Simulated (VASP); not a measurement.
Input of a VASP 6.6.1 run:

INCAR

```
PREC = Accurate ; ENCUT = 600
EDIFF = 1E-7 ; ISMEAR = 0
SIGMA = 0.1 ; LREAL = False
LASPH = True ; NELM = 100
ALGO = Normal ; ISIF = 3
LWAVE = False ; LCHARG = False
GGA = PE ; IBRION = 2
NSW = 90 ; EDIFFG = -0.04
```

File KPOINTS:

```
Automatic mesh
0
Gamma
  9 9 9
```

The input POSCAR:

```
B
1.0
    1.2506238119      0.7220479944      2.9946984697
   -1.2506238119      0.7220479944      2.9946984697
    0.0000000000     -1.4440959889      2.9946984697
B
2
Direct
    0.0577000000      0.0577000000      0.0577000000
    0.9423000000      0.9423000000      0.9423000000
```

Potentials or basis: VASP PAW PBE potentials, release 64 (B).

Run with:

```sh
$ cat potpaw_PBE.64/B/POTCAR > POTCAR
$ mpirun -np 1 vasp_std > vasp.out
```

Predict the space group after relaxing (to 0.1 Å).

R-3m (No. 166).

What does it give for the relaxed cell?

a = 2.704 Å, b = 2.704 Å, c = 2.704 Å, α = 67.05°, β = 67.05°, γ = 67.05°.

What does it give for the band gap on the k mesh?

Zero (bands 3 and 4 overlap by 5.31 eV).

What does it give for the relaxed volume?

8.05 Å³/atom.

Step by step:
```tsv
step	energy change (eV)	largest force (eV/Å)	pressure (GPa)	volume (Å³)
1	0.0000	57.2077	163.34	16.23
3	-9.0736	0.9695	-13.38	33.91
5	-9.2486	0.1549	6.57	33.09
7	-8.4548	1.8125	64.37	28.55
9	-9.7499	0.2945	17.61	26.39
11	-10.0381	1.7654	0.22	28.34
13	-10.3175	2.7755	-8.66	31.66
15	-10.6746	0.9382	-19.47	34.71
17	-11.1646	1.4455	-9.58	31.85
19	-11.3943	0.2592	-3.33	28.68
21	-11.4066	0.0806	-1.34	28.29
23	-11.4081	0.0207	-0.21	28.04
25	-11.4099	0.0179	-0.44	27.83
27	-11.4184	0.1890	-1.47	26.87
29	-11.5549	0.7666	-6.98	22.86
31	-11.8337	1.0207	-9.60	15.49
33	-11.8791	1.0085	-11.61	16.17
35	-11.9009	0.9719	-10.87	16.48
37	-11.9808	0.6746	5.31	15.34
39	-12.0493	0.4409	4.35	15.33
41	-12.0751	0.1585	3.24	15.31
43	-12.0831	0.1246	1.47	15.50
45	-12.1011	0.1472	-1.79	16.09
47	-12.1062	0.1208	0.06	16.07
49	-12.1073	0.0678	0.14	16.07
51	-12.1077	0.0009	0.12	16.09
52	-12.1080	0.0009	-0.22	16.10
```

Caveat: a cell axis changed by over 15 % at a fixed basis, so the end point is rough.
